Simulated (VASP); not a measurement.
A run of VASP 6.6.1:

INCAR

```
SYSTEM = SiTe3
PREC = Accurate ; ENCUT = 600
EDIFF = 1E-6 ; ISMEAR = 0
SIGMA = 0.1 ; LREAL = .False.
LASPH = .True. ; NELM = 80
ALGO = Normal ; ISIF = 3
LWAVE = .False. ; LCHARG = .False.
GGA = PE ; IBRION = 2
NSW = 90 ; EDIFFG = -0.04
```

File KPOINTS:

```
regular mesh
0
Gamma
  4 4 4
  0 0 0
```

Contents of POSCAR:

```
SiTe3
1.0
    0.0000000000      3.9361659100      3.9361659100
    3.9361659100      0.0000000000      3.9361659100
    3.9361659100      3.9361659100      0.0000000000
Si Te
1 3
Direct
    0.5000000000      0.5000000000      0.5000000000
    0.7500000000      0.7500000000      0.7500000000
    0.2500000000      0.2500000000      0.2500000000
    0.0000000000      0.0000000000      0.0000000000
```

Potentials or basis: VASP PAW PBE potentials, release 64 (Si, Te).

Launch:

```console
$ cat potpaw_PBE.64/Si/POTCAR potpaw_PBE.64/Te/POTCAR > POTCAR
$ mpirun -np 1 vasp_std > vasp.out
```

Hardware: 1 thread of AMD EPYC 7R43 64-Core Processor (Zen 3), with other jobs on the host.

Question: How long does it take, and how much memory?

Answer: Run time: 85 s on 1 thread of AMD EPYC 7R43 64-Core Processor (Zen 3), with other jobs on the host, peak memory 0.29 GiB. Counts: scf iterations 28, k points 8, ion steps 3.
